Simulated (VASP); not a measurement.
Write the native input for VASP 6.6.1 that does the following.

- Task: single point
- Functional: PBE
- Potentials or basis: VASP PAW PBE potentials, release 64 (Al, Ga_d, P)
- Cutoff: 520 eV
- k mesh: 6 × 6 × 4
- Occupations: gaussian, width 0.02 eV
- Spin: no spin polarisation
- Dipole correction: no
- Further INCAR settings: ALGO = Normal; EDIFF = 1e-06; NBANDS = 46

The structure of Al2GaP3 lies in POSCAR:

```
Al2GaP3
1.0
    6.7305890252      0.0000000000      0.0000000000
   -3.3652945126      5.8288610782      0.0000000000
    0.0000000000      0.0000000000      6.3887221000
Al Ga P
4 2 6
Direct
    0.0000000000      0.0000000000      0.0003880000
    0.6667410000      0.6667410000      0.4996800000
    0.3332590000      0.0000000000      0.4996800000
    0.0000000000      0.3332590000      0.4996800000
    0.3333333333      0.6666666667      0.0009550000
    0.6666666667      0.3333333333      0.0009550000
    0.3333333333      0.6666666667      0.3758420000
    0.0000000000      0.0000000000      0.3744660000
    0.6666666667      0.3333333333      0.3758420000
    0.6670770000      0.6670770000      0.8741710000
    0.3329230000      0.0000000000      0.8741710000
    0.0000000000      0.3329230000      0.8741710000
```

One way to write it, as run:

INCAR

```
  PREC = Accurate
  ENCUT = 520
  EDIFF = 1E-6
  ISMEAR = 0
  SIGMA = 0.02
  LREAL = False
  LASPH = True
  NELM = 80
  ALGO = Normal
  ISIF = 2
  LWAVE = False
  LCHARG = True
  GGA = PE
  LELF = True
  LVHAR = True
  NBANDS = 46
```

KPOINTS

```
Automatic mesh
0
Gamma
  6 6 4
```

Potentials or basis: VASP PAW PBE potentials, release 64 (Al, Ga_d, P).

The run is started by

```sh
$ cat potpaw_PBE.64/Al/POTCAR potpaw_PBE.64/Ga_d/POTCAR potpaw_PBE.64/P/POTCAR > POTCAR
$ mpirun -np 1 vasp_std > vasp.out
```

It gave:

```yaml
Pressure: -0.1 GPa
Largest_force: 0.006 eV/Å
Band_gap_on_the_k_mesh: 1.71 eV, indirect (least direct gap 1.84 eV)
```

Run time: 2.9 min on 1 thread of Intel(R) Xeon(R) 6975P-C (Granite Rapids), with other jobs on the host, peak memory 0.47 GiB.
